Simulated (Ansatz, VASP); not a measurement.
One calculation of GaO4, two programs

```
Ga O
1.0
     4.06662    0.00000    0.00000
     0.00000    4.06662    0.00000
     0.00000    0.00000    4.06662
Ga O
1 4
Direct
  0.00000 0.00000 0.00000
  0.24378 0.75622 0.75622
  0.75622 0.24378 0.75622
  0.75622 0.75622 0.24378
  0.24378 0.24378 0.24378
```

Change from the starting cell: species swapped into the SnI4 type (P-43m, No. 215).

Alike in both runs: task relaxation of cell and atoms; functional PBE; k mesh 4 × 4 × 4; occupations gaussian, width 0.1 eV; collinear spin.

```csv
,VASP,Ansatz
version,VASP 6.6.1,Ansatz 0.2.0
potentials or method,"VASP PAW PBE potentials, release 64 (Ga_d, O), cutoff 600 eV","scalar-relativistic, plane waves, PAW"
valence electrons in the cell,37,37
```

Ansatz gave:

| Item | Value |
| --- | --- |
| gap on the k mesh at the Fermi level, each at its own relaxed structure (eV) | none |
| net moment per atom (μB) | 1.00 |
| size of the moment on the site where the two differ most (μB) | 0.00 |
| relaxed volume (Å³/atom) | 12.93 |
| relaxed cell length with the largest relative difference (Å) | 4.013 |

Q: Which values does VASP return?

A: gap on the k mesh at the Fermi level, each at its own relaxed structure (eV): none; net moment per atom (μB): 1.00; size of the moment on the site where the two differ most (μB): 0.04; relaxed volume (Å³/atom): 12.49; relaxed cell length with the largest relative difference (Å): 3.967.

Site moments also hang on the region over which each program counts them. A gap of «none» marks a metal or a gap that the smearing closes.

The k mesh is coarse, so the values compare programs but aren't converged.
